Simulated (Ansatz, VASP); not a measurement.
Two plane-wave programs on BaTe

```
Ba Te
1.0
     6.09100    0.00000    0.00000
    -3.04550    5.27496    0.00000
     0.00000    0.00000    7.13950
Ba Te
2 2
Direct
  0.33333 0.66667 0.25000
  0.66667 0.33333 0.75000
  0.66667 0.33333 0.25000
  0.33333 0.66667 0.75000
```

Alike in both runs: task single point; functional r2SCAN; k mesh 6 × 6 × 4; no spin polarisation.

|  | VASP | Ansatz |
| --- | --- | --- |
| version | VASP 6.6.1 | Ansatz 0.2.0 |
| potentials or method | VASP PAW PBE potentials, release 64 (Ba_sv, Te) | plane waves, PAW |
| plane-wave cutoff (eV) | 520 | 500 |
| occupations | gaussian, width 0.01 eV | fixed |
| valence electrons in the cell | 32 | 52 |

Ansatz gave:

- gap on the k mesh at the Fermi level (eV): 2.39
- pressure (GPa): -1.2
- traceless stress, the component that is largest in VASP (GPa): -0.15

Problem. What did VASP give for the same quantities?

Solution. gap on the k mesh at the Fermi level (eV): 2.33; pressure (GPa): -1.0; traceless stress, the component that is largest in VASP (GPa): -0.10.

VASP's potentials were made for PBE, not for r2SCAN. VASP's potentials hold 32 valence electrons a cell and Ansatz's 52, so a difference there can come from the potentials and not from the codes.

Neither program's run includes spin-orbit coupling.
